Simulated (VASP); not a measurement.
# PtSe2 (P-3m1) in VASP: a series of runs, part 2 of 2

VASP 6.6.1.

## (3) Relaxation of cell and atoms, PBE, target pressure -3 GPa, at which the enthalpy is minimised

This run uses another cell than the first one: it holds 3 atoms, not 27.

File INCAR:

```
SYSTEM = PtSe2
PREC = Accurate
ENCUT = 500
EDIFF = 1E-7
ISMEAR = 0
SIGMA = 0.02
LREAL = .FALSE.
LASPH = .TRUE.
NELM = 120
ALGO = Normal
ISIF = 3
LWAVE = .FALSE.
LCHARG = .FALSE.
GGA = PE
IBRION = 2
NSW = 70
EDIFFG = -0.008
PSTRESS = -30.0
GGA_COMPAT = .FALSE.
NELMIN = 4
```

File KPOINTS:

```
regular mesh
0
G
  12 12 4
  0 0 0
```

File POSCAR:

```
PtSe2
1.0
    3.7871545670      0.0000000000      0.0000000000
   -1.8935772835      3.2797720631      0.0000000000
    0.0000000000      0.0000000000      6.5630181811
Pt Se
1 2
Direct
    0.0000000000      0.0000000000      0.0000000000
    0.6666666667      0.3333333333      0.7990307627
    0.3333333333      0.6666666667      0.2009692373
```

Potentials or basis: VASP PAW PBE potentials, release 64 (Pt, Se).

On the command line:

```sh
cat potpaw_PBE.64/Pt/POTCAR potpaw_PBE.64/Se/POTCAR > POTCAR
mpirun -np 1 vasp_std > vasp.out
```

OUTCAR:

```text
SYSTEM = PtSe2
   PREC = Accurate
   ENCUT = 500
   EDIFF = 1E-7
   ISMEAR = 0
   LREAL = .FALSE.
   LASPH = .TRUE.
   NELM = 120
   ISIF = 3
   GGA = PE
   IBRION = 2
   NSW = 70
   EDIFFG = -0.008
   PSTRESS = -30.0
   NELMIN = 4

 ion  position               nearest neighbor table
   1  0.000  0.000  0.000-   2 2.55   3 2.55   2 2.55   3 2.55   2 2.55   3 2.55
   2  0.667  0.333  0.799-   1 2.55   1 2.55   1 2.55
   3  0.333  0.667  0.201-   1 2.55   1 2.55   1 2.55

  LATTYP: Found a hexagonal cell.
 ALAT       =     3.7871545670
 C/A-ratio  =     1.7329681335

  Lattice vectors:

 A1 = (   3.7871545670,   0.0000000000,   0.0000000000)
 A2 = (  -1.8935772835,   3.2797720631,   0.0000000000)
 A3 = (   0.0000000000,   0.0000000000,   6.5630181811)

Analysis of symmetry for initial positions (statically):
[... 729 lines left out ...]

 [... further k-points ...]

[... ionic steps 4 to 47 ...]

--------------------------------------- Ionic step       48  -------------------------------------------

 number of electron      22.0000001 magnetization

------------------------ aborting loop because EDIFF is reached ----------------------------------------
[... 73 lines left out ...]
--------------------------------------- Ionic step       50  -------------------------------------------

 number of electron      22.0000000 magnetization

 Free energy of the ion-electron system (eV)
  ---------------------------------------------------
  ext. energy  EPLUGINS =         0.00000000
  ---------------------------------------------------
  free energy    TOTEN  =       -12.19090136 eV

  energy without entropy =      -12.19087612  energy(sigma->0) =      -12.19088874

 E-fermi :  -1.6914     XC(G=0):  -4.4305

 val. band max:       -1.7293089531   @ k =   0.4167   0.1667   0.2500
 cond. band min:      -1.6537931824   @ k =   0.4167   0.1667   0.5000
 fundamental gap:      0.0755157707
 Fermi energy:        -1.6914067116

 k-point     1 :       0.0000    0.0000    0.0000
  band No.  band energies     occupation
      1     -16.8258      2.00000
      2     -13.3359      2.00000
      3      -7.9939      2.00000
      4      -7.9939      2.00000
      5      -4.6739      2.00000
      6      -4.3077      2.00000
      7      -4.2509      2.00000
      8      -4.2509      2.00000
      9      -3.2585      2.00000
     10      -3.2585      2.00000
     11      -2.4606      2.00000
     12      -1.1111      0.00000
     13      -1.1111      0.00000
     14       0.0480      0.00000
[... 449 lines left out ...]
  energy  without entropy=      -12.1908761226  energy(sigma->0) =      -12.19088874

  enthalpy is  TOTEN    =       -15.9085223391 eV   P V=       -3.7176209804

 reached required accuracy - stopping structural energy minimisation
```

CONTCAR:

```text
PtSe2
   1.00000000000000
     4.5132821932476945    0.0000000000000001   -0.0000000000000002
    -2.2566410966238473    3.9086170338320323    0.0000000000000012
     0.0000000000000013   -0.0000000000000002   11.2548271375403282
  Pt              Se
     1     2
Direct
     0.0000000000000000    0.0000000000000000    0.0000000000000000
     0.6666666667000030    0.3333333332999970    0.9476549494610832
     0.3333333332999970    0.6666666667000030    0.0523450505389168

  0.00000000E+00  0.00000000E+00  0.00000000E+00
  0.00000000E+00  0.00000000E+00  0.00000000E+00
  0.00000000E+00  0.00000000E+00  0.00000000E+00
```

Wall time 69 min (1 thread of Intel Xeon Platinum 8375C at 2.90GHz (Ice Lake), shared host); peak memory 0.26 GiB.

What came out:

| Item | Value |
| --- | --- |
| Free energy | -12.1909 eV |
| Relaxed cell | a = 4.513 Å, b = 4.513 Å, c = 11.255 Å, α = 90.00°, β = 90.00°, γ = 120.00° |
| Space group after relaxing (to 0.1 Å) | P-3m1 (No. 164) |
| Energy change on relaxing (the run minimises the enthalpy) | +698.2 meV/atom |
| Ionic steps | 50 |
| Pressure after relaxing | -3.0 GPa |
| Largest force after relaxing | 0.007 eV/Å |
| Band gap on the k mesh | 0.08 eV |

Forces in eV/Å, atoms in the order of the input:
```
Pt   0.000  0.000  0.000
Se   0.000  0.000  0.007
Se   0.000  0.000 -0.007
```

Step by step:
| step | energy change (eV) | largest force (eV/Å) | pressure (GPa) | volume (Å³) |
| --- | --- | --- | --- | --- |
| 1 | 0.0000 | 0.3385 | -2.40 | 81.52 |
| 3 | 0.0257 | 0.3735 | -3.30 | 86.40 |
| 5 | 0.2769 | 0.1355 | -4.60 | 110.20 |
| 7 | 3.6613 | 1.1357 | -4.90 | 238.59 |
| 9 | 2.1422 | 0.8421 | -0.21 | 191.35 |
| 11 | 2.2152 | 0.9017 | -0.29 | 194.08 |
| 13 | 2.2949 | 0.9251 | -0.93 | 199.36 |
| 15 | 2.3364 | 0.9392 | -1.20 | 201.63 |
| 17 | 2.3060 | 0.8608 | -1.36 | 201.59 |
| 19 | 2.2159 | 0.5109 | -2.08 | 201.35 |
| 21 | 2.1941 | 0.2645 | -2.62 | 201.07 |
| 23 | 2.2024 | 0.2659 | -2.66 | 201.78 |
| 25 | 2.2959 | 0.1263 | -3.30 | 207.97 |
| 27 | 2.2600 | 0.1376 | -3.04 | 206.30 |
| 29 | 2.2254 | 0.0782 | -2.99 | 204.66 |
| 31 | 2.1940 | 0.0330 | -2.94 | 203.03 |
| 33 | 2.2090 | 0.0004 | -3.10 | 203.87 |
| 35 | 2.1836 | 0.1340 | -3.01 | 202.61 |
| 37 | 2.1595 | 0.2108 | -2.91 | 201.44 |
| 39 | 2.1521 | 0.2136 | -2.87 | 201.06 |
| 41 | 2.1435 | 0.2002 | -2.83 | 200.62 |
| 43 | 2.1428 | 0.1822 | -2.86 | 200.64 |
| 45 | 2.1408 | 0.0984 | -2.99 | 200.73 |
| 47 | 2.1336 | 0.0120 | -3.13 | 200.48 |
| 49 | 2.0705 | 0.0040 | -2.92 | 197.18 |
| 50 | 2.0947 | 0.0075 | -3.00 | 198.54 |

Final structure:
```yaml
crystal:
  lattice:
    - [4.51328, 0.00000, 0.00000]
    - [-2.25664, 3.90862, 0.00000]
    - [0.00000, 0.00000, 11.25483]
  atoms:
    - { symbol: Pt, position: [0.00000, 0.00000, 0.00000] }
    - { symbol: Se, position: [0.66667, 0.33333, 0.94766] }
    - { symbol: Se, position: [0.33333, 0.66667, 0.05235] }
```

Caveat: the cell is relaxed towards a set pressure, so the run minimises the enthalpy, not the energy; the volume moved by over 15 % at a fixed basis, so the end points are rough; spin-orbit coupling is left out, which moves the levels of the heavy elements.

## (4) Relaxation of cell and atoms, PBE

This run uses another cell than the first one: it holds 3 atoms, not 27.

File INCAR:

```
PREC     = Accurate       # precision mode
ENCUT    = 600            # plane-wave cutoff, eV
EDIFF    = 1E-6           # SCF threshold, eV
ISMEAR   = 0              # smearing method
SIGMA    = 0.02           # smearing width, eV
LREAL    = F              # projectors in reciprocal space
LASPH    = T              # aspherical terms in the spheres
NELM     = 100            # most SCF steps
ALGO     = Normal         # electronic algorithm
ISIF     = 3              # what is computed and relaxed
LWAVE    = F              # write WAVECAR
LCHARG   = F              # write CHGCAR
GGA      = PE             # functional
IBRION   = 2              # ionic algorithm
NSW      = 100            # ionic steps
EDIFFG   = -0.005         # ionic threshold
```

File KPOINTS:

```
Automatic mesh
0
Gamma
  12 12 4
```

File POSCAR:

```
PtSe2
1.0
    3.7535431150      0.0000000000      0.0000000000
   -1.8767715575      3.2506636918      0.0000000000
    0.0000000000      0.0000000000      6.3048686178
Pt Se
1 2
Direct
    0.0000000000      0.0000000000      0.0000000000
    0.6666666667      0.3333333333      0.7929271711
    0.3333333333      0.6666666667      0.2070728289
```

Potentials or basis: VASP PAW PBE potentials, release 64 (Pt, Se).

On the command line:

```sh
cat potpaw_PBE.64/Pt/POTCAR potpaw_PBE.64/Se/POTCAR > POTCAR
mpirun -np 1 vasp_std > vasp.out
```

OUTCAR:

```text
PREC = Accurate
   ENCUT = 600
   EDIFF = 1E-6
   ISMEAR = 0
   LREAL = F
   LASPH = T
   NELM = 100
   ISIF = 3
   GGA = PE
   IBRION = 2
   NSW = 100
   EDIFFG = -0.005

 ion  position               nearest neighbor table
   1  0.000  0.000  0.000-   2 2.53   3 2.53   2 2.53   3 2.53   2 2.53   3 2.53
   2  0.667  0.333  0.793-   1 2.53   1 2.53   1 2.53
   3  0.333  0.667  0.207-   1 2.53   1 2.53   1 2.53

  LATTYP: Found a hexagonal cell.
 ALAT       =     3.7535431150
 C/A-ratio  =     1.6797112554

  Lattice vectors:

 A1 = (   3.7535431150,   0.0000000000,   0.0000000000)
 A2 = (  -1.8767715575,   3.2506636918,   0.0000000000)
 A3 = (   0.0000000000,   0.0000000000,   6.3048686178)

Analysis of symmetry for initial positions (statically):
=====================================================================
 Subroutine PRICEL returns:
[... 388 lines left out ...]
      8       1.4948      2.00000
      9       2.8343      2.00000
     10       2.8343      2.00000
     11       2.9050      2.00000
     12       5.7310      0.00000
     13       5.7310      0.00000
     14       7.2879      0.00000
[... 401 lines left out ...]
      2      -9.3277      2.00000
      3      -2.2308      2.00000
      4      -2.0134      2.00000
      5      -1.8327      2.00000
      6      -0.4246      2.00000
      7      -0.1055      2.00000
      8       0.9084      2.00000
      9       2.4390      2.00000
     10       2.7671      2.00000
     11       3.0009      2.00000
     12       4.4440      0.00000
     13       5.4104      0.00000
     14       8.8176      0.00000
     15       9.2012      0.00000

 [... further k-points ...]

------------------------ aborting loop because EDIFF is reached ----------------------------------------

  FORCE on cell =-STRESS in cart. coord.  units (eV):
  Direction    XX          YY          ZZ          XY          YZ          ZX
  --------------------------------------------------------------------------------------
  -------------------------------------------------------------------------------------
  Total        0.0067636      0.0067636      0.0101334      0.0000000      0.0000000      0.0000000
  in kB        0.1374596      0.1374596      0.2059454      0.0000000      0.0000000      0.0000000
  external PRESSURE =       0.1602882 kB  Pullay stress =       0.0000000 kB
[... 18 lines left out ...]
  FREE ENERGIE OF THE ION-ELECTRON SYSTEM (eV)
  ---------------------------------------------------
  free  energy   TOTEN  =       -14.3029958207 eV

  energy  without entropy=      -14.3029958207  energy(sigma->0) =      -14.30299582

 reached required accuracy - stopping structural energy minimisation
```

CONTCAR:

```text
PtSe2
   1.00000000000000
     3.7512350096363791   -0.0000000000000000   -0.0000000000000002
    -1.8756175048181896    3.2486648139204757   -0.0000000000000000
    -0.0000000000000000    0.0000000000000012    6.4689544475901455
  Pt              Se
     1     2
Direct
     0.0000000000000000    0.0000000000000000    0.0000000000000000
     0.6666666667000030    0.3333333332999970    0.7980498276509778
     0.3333333332999970    0.6666666667000030    0.2019501723490221

  0.00000000E+00  0.00000000E+00  0.00000000E+00
  0.00000000E+00  0.00000000E+00  0.00000000E+00
  0.00000000E+00  0.00000000E+00  0.00000000E+00
```

It took 16 min on 1 thread of Intel Xeon 8259CL, shared host; peak memory 0.3 GiB.

What came out:

```
Free energy                           : -14.3030 eV
Relaxed volume                        : 26.28 Å³/atom
Relaxed cell                          : a = 3.751 Å, b = 3.751 Å, c = 6.469 Å, α = 90.00°, β = 90.00°, γ = 120.00°
Space group after relaxing (to 0.1 Å) : P-3m1 (No. 164)
Energy gained by relaxing             : 0.1 meV/atom
Ionic steps                           : 18
Pressure after relaxing               : 0.0 GPa
Band gap on the k mesh                : 0.85 eV (least direct gap 1.01 eV)
```

Forces in eV/Å, atoms in the order of the input:
```
Pt   0.000  0.000  0.000
Se   0.000  0.000 -0.002
Se   0.000  0.000  0.002
```

Step by step:
| step | energy change (eV) | largest force (eV/Å) | pressure (GPa) | volume (Å³) |
| --- | --- | --- | --- | --- |
| 1 | 0.0000 | 0.0037 | 0.00 | 76.93 |
| 2 | 0.0000 | 0.0037 | 0.01 | 76.93 |
| 3 | 0.0000 | 0.0038 | 0.05 | 76.95 |
| 4 | 0.0000 | 0.0060 | 0.04 | 76.97 |
| 5 | 0.0000 | 0.0128 | -0.01 | 77.03 |
| 6 | 0.0000 | 0.0150 | -0.01 | 77.05 |
| 7 | 0.0000 | 0.0188 | -0.03 | 77.08 |
| 8 | 0.0000 | 0.0168 | -0.02 | 77.06 |
| 9 | 0.0000 | 0.0167 | -0.02 | 77.08 |
| 10 | -0.0001 | 0.0167 | -0.03 | 77.13 |
| 11 | -0.0001 | 0.0171 | -0.04 | 77.24 |
| 12 | -0.0002 | 0.0180 | -0.03 | 77.45 |
| 13 | -0.0003 | 0.0191 | -0.04 | 77.88 |
| 14 | -0.0004 | 0.0197 | -0.05 | 78.74 |
| 15 | 0.0000 | 0.0611 | 0.39 | 78.71 |
| 16 | -0.0004 | 0.0024 | 0.04 | 78.74 |
| 17 | -0.0004 | 0.0075 | -0.01 | 78.93 |
| 18 | -0.0004 | 0.0021 | 0.02 | 78.83 |

Final structure:
```yaml
crystal:
  lattice:
    - [3.75124, 0.00000, 0.00000]
    - [-1.87562, 3.24866, 0.00000]
    - [0.00000, 0.00000, 6.46895]
  atoms:
    - { symbol: Pt, position: [0.00000, 0.00000, 0.00000] }
    - { symbol: Se, position: [0.66667, 0.33333, 0.79805] }
    - { symbol: Se, position: [0.33333, 0.66667, 0.20195] }
```

Caveat: spin-orbit coupling is left out, which moves the levels of the heavy elements; this functional lacks dispersion, which binds the layers, so the pressure and a relaxed spacing across them are unreliable. A k mesh can miss the band edges.

## (5) Overview

```csv
task,cell,k mesh,cutoff (eV),smearing,gap on the mesh (eV),pressure (GPa),largest force (eV/Å)
single point,"a = 9.192 Å, angles 75.5°, 27 atoms, atomic positions A","2 × 2 × 2, shifted",520,gaussian 0.01 eV,1.42,-0.1,0.02
relaxation of cell and atoms,"relaxed to -3 GPa from a = 3.787, b = 3.787, c = 6.563 Å, angles 90.0, 90.0, 120.0°, 3 atoms, atomic positions B",12 × 12 × 4,500,gaussian 0.02 eV,0.08,-3.0,0.01
relaxation of cell and atoms,"relaxed from a = 3.754, b = 3.754, c = 6.305 Å, angles 90.0, 90.0, 120.0°, 3 atoms, atomic positions C",12 × 12 × 4,600,gaussian 0.02 eV,0.85,0.0,-
```

Alike in all rows: level PBE; potentials or basis VASP PAW PBE potentials, release 64 (Pt, Se); no spin polarisation.

Caveats: spin-orbit coupling is left out, which moves the levels of the heavy elements; a shifted mesh leaves out Γ, where band edges can lie (at least some runs); the cell is relaxed towards a set pressure, so the run minimises the enthalpy, not the energy (at least some runs); the volume moved by over 15 % at a fixed basis, so the end points are rough (at least some runs); this functional lacks dispersion, which binds the layers, so the pressure and a relaxed spacing across them are unreliable (at least some runs).

Total energies depend on the potentials used, so only differences within one code and one set of settings carry meaning.
